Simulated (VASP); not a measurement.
Write the native input for VASP 6.6.1 that does the following.

| Quantity | Value |
| --- | --- |
| Task | single point |
| Functional | PBE |
| Potentials or basis | VASP PAW PBE potentials, release 64 (Si) |
| Cutoff | 520 eV |
| k mesh | 4 × 4 × 4 |
| Occupations | gaussian, width 0.01 eV |
| Spin | no spin polarisation |
| Dipole correction | no |
| Further INCAR settings | ALGO = Normal; EDIFF = 1e-07; NBANDS = 11 |

The structure of Si lies in POSCAR:

```
Si
1.0
    0.0000000000      2.7221197381      2.7221197381
    2.7221197381      0.0000000000      2.7221197381
    2.7221197381      2.7221197381      0.0000000000
Si
2
Direct
    0.2500000000      0.2500000000      0.2500000000
    0.0000000000      0.0000000000      0.0000000000
```

One way to write it, as run:

INCAR

```
ALGO = Normal
EDIFF = 1E-7
ENCUT = 520
GGA = PE
ISIF = 2
ISMEAR = 0
LASPH = True
LCHARG = False
LREAL = False
LWAVE = False
NBANDS = 11
NELM = 60
PREC = Accurate
SIGMA = 0.01
```

KPOINTS

```
k-points
0
Gamma
  4 4 4
```

Potentials or basis: VASP PAW PBE potentials, release 64 (Si).

Launch:

```bash
$ cat potpaw_PBE.64/Si/POTCAR > POTCAR
$ mpirun -np 1 vasp_std > vasp.out
```

Results of the run:

```json
{
  "Pressure": "1.8 GPa",
  "Band gap on the k mesh": "0.71 eV, indirect (least direct gap 2.54 eV)"
}
```

Caveat: the k points lie up to 0.50 Å⁻¹ apart.

Wall time 3.4 s on 1 thread of Intel(R) Xeon(R) 6975P-C (Granite Rapids) (shared host), peak memory 0.15 GiB.
